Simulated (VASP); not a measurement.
# Si2Ni (Fm-3m) in VASP: notebook, part 2 of 2

VASP 6.6.1.

### 5 Single point, PBEsol (13.84 Å³/atom)

This run uses another cell than the first one, of 13.84 Å³/atom.

INCAR

```
SYSTEM = Si2Ni
  PREC = Accurate
  ENCUT = 520
  EDIFF = 1E-6
  ISMEAR = 0
  SIGMA = 0.1
  LREAL = .FALSE.
  LASPH = .TRUE.
  NELM = 80
  ALGO = Normal
  ISIF = 2
  LWAVE = .FALSE.
  LCHARG = .FALSE.
  GGA = PS
  NBANDS = 16
```

KPOINTS

```
regular mesh
0
G
  14 14 14
  0 0 0
```

POSCAR

```
Si2Ni
1.0
    0.0000000000      2.7485407010      2.7485407010
    2.7485407010      0.0000000000      2.7485407010
    2.7485407010      2.7485407010      0.0000000000
Si Ni
2 1
Direct
    0.2500000000      0.2500000000      0.2500000000
    0.7500000000      0.7500000000      0.7500000000
    0.0000000000      0.0000000000      0.0000000000
```

Potentials or basis: VASP PAW PBE potentials, release 64 (Si, Ni).

The run is started by

```console
$ cat potpaw_PBE.64/Si/POTCAR potpaw_PBE.64/Ni/POTCAR > POTCAR
$ mpirun -np 1 vasp_std > vasp.out
```

OUTCAR:

```text
SYSTEM = Si2Ni
   PREC = Accurate
   ENCUT = 520
   EDIFF = 1E-6
   ISMEAR = 0
   LREAL = .FALSE.
   LASPH = .TRUE.
   NELM = 80
   ISIF = 2
   GGA = PS

 ion  position               nearest neighbor table
   1  0.250  0.250  0.250-   3 2.38   3 2.38   3 2.38   3 2.38   2 2.75   2 2.75   2 2.75   2 2.75
                             2 2.75   2 2.75
   2  0.750  0.750  0.750-   3 2.38   3 2.38   3 2.38   3 2.38   1 2.75   1 2.75   1 2.75   1 2.75
                             1 2.75   1 2.75
   3  0.000  0.000  0.000-   1 2.38   2 2.38   2 2.38   2 2.38   2 2.38   1 2.38   1 2.38   1 2.38

  LATTYP: Found a face centered cubic cell.
[... 654 lines left out ...]
  --------------------------------------------------------------------------------------
  -------------------------------------------------------------------------------------
  Total       -2.0994826     -2.0994826     -2.0994826     -0.0000000      0.0000000     -0.0000000
  in kB      -81.0002490    -81.0002490    -81.0002490     -0.0000000      0.0000000     -0.0000000
  external PRESSURE =     -81.0002490 kB  Pullay stress =       0.0000000 kB

 VOLUME and BASIS-vectors are now :
 -----------------------------------------------------------------------------
  energy-cutoff  :      520.00
  volume of cell :       41.53
      direct lattice vectors                 reciprocal lattice vectors
     0.000000000  2.748540701  2.748540701    -0.181914716  0.181914716  0.181914716
     2.748540701  0.000000000  2.748540701     0.181914716 -0.181914716  0.181914716
     2.748540701  2.748540701  0.000000000     0.181914716  0.181914716 -0.181914716

 POSITION                                       TOTAL-FORCE (eV/Angst)
 -----------------------------------------------------------------------------------
      1.37427      1.37427      1.37427         0.000000      0.000000      0.000000
      4.12281      4.12281      4.12281        -0.000000      0.000000     -0.000000
      0.00000      0.00000      0.00000        -0.000000     -0.000000      0.000000
 -----------------------------------------------------------------------------------
    total drift:                                0.000000     -0.000000     -0.000000

  FREE ENERGIE OF THE ION-ELECTRON SYSTEM (eV)
  ---------------------------------------------------
  free  energy   TOTEN  =       -18.9229558755 eV

  energy  without entropy=      -18.9191152061  energy(sigma->0) =      -18.92103554
```

OSZICAR:

```text
N       E                     dE             d eps       ncg     rms          rms(c)
DAV:   1     0.630232238549E+02    0.63023E+02   -0.77934E+03  3360   0.114E+03
DAV:   2    -0.176970491881E+02   -0.80720E+02   -0.73531E+02  3648   0.212E+02
DAV:   3    -0.210728872329E+02   -0.33758E+01   -0.33187E+01  4432   0.471E+01
DAV:   4    -0.211275795522E+02   -0.54692E-01   -0.54626E-01  3848   0.574E+00
DAV:   5    -0.211289703463E+02   -0.13908E-02   -0.13908E-02  4400   0.965E-01    0.167E+01
DAV:   6    -0.267750664780E+02   -0.56461E+01   -0.46457E+01  3416   0.156E+02    0.268E+01
DAV:   7    -0.191491289246E+02    0.76259E+01   -0.13717E+01  4160   0.952E+01    0.428E+00
DAV:   8    -0.189604581844E+02    0.18867E+00   -0.18896E+00  4432   0.225E+01    0.244E+00
DAV:   9    -0.189247091544E+02    0.35749E-01   -0.26150E-01  4160   0.753E+00    0.616E-01
DAV:  10    -0.189232578644E+02    0.14513E-02   -0.67191E-03  5024   0.129E+00    0.343E-01
DAV:  11    -0.189229440676E+02    0.31380E-03   -0.84174E-04  4424   0.380E-01    0.400E-02
DAV:  12    -0.189229569549E+02   -0.12887E-04   -0.67302E-05  3976   0.529E-02    0.253E-02
DAV:  13    -0.189229555673E+02    0.13876E-05   -0.13450E-05  4016   0.737E-02    0.847E-03
DAV:  14    -0.189229558755E+02   -0.30816E-06   -0.97957E-07  2552   0.964E-03
   1 F= -.18922956E+02 E0= -.18921036E+02  d E =-.384067E-02
```

stdout:

```text
POSCAR found type information on POSCAR SiNi
 POSCAR found :  2 types and       3 ions
 scaLAPACK will be used
 -----------------------------------------------------------------------------
|                                                                             |
|                                                                             |
|     You enforced a specific xc type in the INCAR file but a different       |
|     I HOPE YOU KNOW WHAT YOU ARE DOING!                                     |
|                                                                             |
 -----------------------------------------------------------------------------

 LDA part: xc-table for (Slater+PW92), standard interpolation
 POSCAR, INCAR and KPOINTS ok, starting setup
 FFT: planning ... GRIDC
 FFT: planning ... GRID_SOFT
 FFT: planning ... GRID
 WAVECAR not read
 entering main loop
```

It took 2.3 min on 1 thread of Intel Xeon 8259CL, shared host; peak memory 0.21 GiB.

What came out:

```
Free energy            : -18.9230 eV
Pressure               : -8.1 GPa
Band gap on the k mesh : zero (bands 9 and 10 overlap by 2.19 eV)
```

Levels at points of the mesh, in eV from the Fermi level:
```
           k point  band 7  band 8  band 9  band 10  band 11  band 12
(0.00, 0.00, 0.00)   -0.63    1.67    1.67     1.67     2.35     2.35
(0.50, 0.00, 0.00)   -3.07   -1.29   -1.29     1.68     1.81     1.81
(0.50, 0.50, 0.00)   -3.34   -3.18   -2.86    -0.46     1.47     7.80
```

Caveat: the cell stands under tension; the PAW data sets were made with another functional, which shifts forces and pressure a little. Spin polarisation is off, so any magnetic state and its effect on volume and gap are missing.

### 6 Single point, PBEsol (14.36 Å³/atom)

This run uses another cell than the first one, of 14.36 Å³/atom.

INCAR

```
SYSTEM = Si2Ni
PREC     = Accurate       ! precision mode
ENCUT    = 520            ! plane-wave cutoff, eV
EDIFF    = 1E-7           ! SCF threshold, eV
ISMEAR   = 0              ! smearing method
SIGMA    = 0.1            ! smearing width, eV
LREAL    = .False.        ! projectors in reciprocal space
LASPH    = .True.         ! aspherical terms in the spheres
NELM     = 100            ! most SCF steps
ALGO     = Normal         ! electronic algorithm
ISIF     = 2              ! what is computed and relaxed
LWAVE    = .False.        ! write WAVECAR
LCHARG   = .False.        ! write CHGCAR
GGA      = PS             ! functional
NBANDS   = 16             ! bands
```

KPOINTS

```
Automatic mesh
0
Gamma
  14 14 14
  0 0 0
```

POSCAR

```
Si2Ni
1.0
    0.0000000000      2.7826875553      2.7826875553
    2.7826875553      0.0000000000      2.7826875553
    2.7826875553      2.7826875553      0.0000000000
Si Ni
2 1
Direct
    0.2500000000      0.2500000000      0.2500000000
    0.7500000000      0.7500000000      0.7500000000
    0.0000000000      0.0000000000      0.0000000000
```

Potentials or basis: VASP PAW PBE potentials, release 64 (Si, Ni).

The run is started by

```console
$ cat potpaw_PBE.64/Si/POTCAR potpaw_PBE.64/Ni/POTCAR > POTCAR
$ mpirun -np 1 vasp_std > vasp.out
```

It took 2.3 min on 1 thread of Intel Xeon 8259CL, shared host; peak memory 0.22 GiB.

The run converged. Its results:

```yaml
Free_energy: -18.8233 eV
Pressure: -12.2 GPa
Band_gap_on_the_k_mesh: zero (bands 9 and 10 overlap by 2.24 eV)
```

Levels at points of the mesh, in eV from the Fermi level:
| k point | band 7 | band 8 | band 9 | band 10 | band 11 | band 12 |
| --- | --- | --- | --- | --- | --- | --- |
| (0.00, 0.00, 0.00) | -0.84 | 1.68 | 1.68 | 1.68 | 2.46 | 2.46 |
| (0.50, 0.00, 0.00) | -2.84 | -1.15 | -1.15 | 1.67 | 1.84 | 1.84 |
| (0.50, 0.50, 0.00) | -3.12 | -2.95 | -2.65 | -0.45 | 1.59 | 7.72 |

Caveat: the cell stands under tension; the PAW data sets were made with another functional, which shifts forces and pressure a little. Spin polarisation is off, so any magnetic state and its effect on volume and gap are missing.

### 7 Overview

| cell | gap on the mesh (eV) | pressure (GPa) |
| --- | --- | --- |
| a = 3.774 Å, angles 60.0°, 3 atoms | none | 5.2 |
| a = 3.812 Å, angles 60.0°, 3 atoms | none | 0.1 |
| a = 3.850 Å, angles 60.0°, 3 atoms | none | -4.3 |
| a = 3.887 Å, angles 60.0°, 3 atoms | none | -8.1 |
| a = 3.935 Å, angles 60.0°, 3 atoms | none | -12.2 |

Alike in all rows: task single point; level PBEsol; potentials or basis VASP PAW PBE potentials, release 64 (Si, Ni); no spin polarisation; k mesh 14 × 14 × 14; cutoff (eV) 520; smearing gaussian 0.1 eV.

Caveats: the PAW data sets were made with another functional, which shifts forces and pressure a little; the cell stands under tension (at least some runs); the cell stands under pressure (at least some runs).

Absolute energies hang on the potentials; compare differences alone.
